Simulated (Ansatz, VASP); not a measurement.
PbSe: VASP beside Ansatz

POSCAR

```
PbSe
1.0
    3.7995349744      0.0000000000      0.0000000000
    0.0000000000      3.7995349744      0.0000000000
    0.0000000000      0.0000000000      3.7995349744
Pb Se
1 1
Direct
    0.0000000000      0.0000000000      0.0000000000
    0.5000000000      0.5000000000      0.5000000000
```

Contents of INCAR.step1:

```
SYSTEM = PbSe
PREC = Accurate
ENCUT = 520
ISMEAR = 0
SIGMA = 0.1
LREAL = .FALSE.
LASPH = .TRUE.
NELM = 80
NBANDS = 17
GGA = PE
ALGO = Normal
EDIFF = 1E-4
LWAVE = .TRUE.
LCHARG = .FALSE.
```

Contents of INCAR.step2:

```
SYSTEM = PbSe
PREC = Accurate
ENCUT = 520
EDIFF = 1E-6
ISMEAR = 0
SIGMA = 0.1
LREAL = .FALSE.
LASPH = .TRUE.
NELM = 80
ALGO = Normal
ISIF = 2
LWAVE = .FALSE.
LCHARG = .FALSE.
METAGGA = R2SCAN
LMIXTAU = .TRUE.
NBANDS = 17
ISTART = 1
```

File KPOINTS:

```
Automatic mesh
0
G
  12 12 12
  0 0 0
```

Input for Ansatz:

```yaml
crystal:
  lattice:
    - [3.7995349744, 0.0, 0.0]
    - [0.0, 3.7995349744, 0.0]
    - [0.0, 0.0, 3.7995349744]
  atoms:
    - { symbol: Pb, position: [0.0, 0.0, 0.0] }
    - { symbol: Se, position: [0.5, 0.5, 0.5] }
basis:
  ecutwfc: 500
kpoints:
  mp_grid: { grid: [12, 12, 12] }
hamiltonian:
  xc: r2scan
scf:
  occupations: { method: gaussian, width: 0.1 }
output:
  forces: true
  stress: true
  eigenvalues: true
```

Alike in both runs: task single point; functional r2SCAN; k mesh 12 × 12 × 12; occupations gaussian, width 0.1 eV; no spin polarisation.

|  | VASP | Ansatz |
| --- | --- | --- |
| version | VASP 6.6.1 | Ansatz 0.2.0 |
| potentials or method | VASP PAW PBE potentials, release 64 (Pb_d, Se), cutoff 520 eV | scalar-relativistic, plane waves, PAW |
| valence electrons in the cell | 20 | 30 |

```tsv
	VASP	Ansatz	Ansatz less VASP
gap on the k mesh at the Fermi level (eV)	none	none	-
pressure (GPa)	-1.3	-1.3	-0.01
```

VASP's potentials were made for PBE, not for r2SCAN. A gap of «none» marks a metal or a gap that the smearing closes. VASP's potentials hold 20 valence electrons a cell and Ansatz's 30, so a difference there can come from the potentials and not from the codes.

Spin-orbit coupling is off throughout.
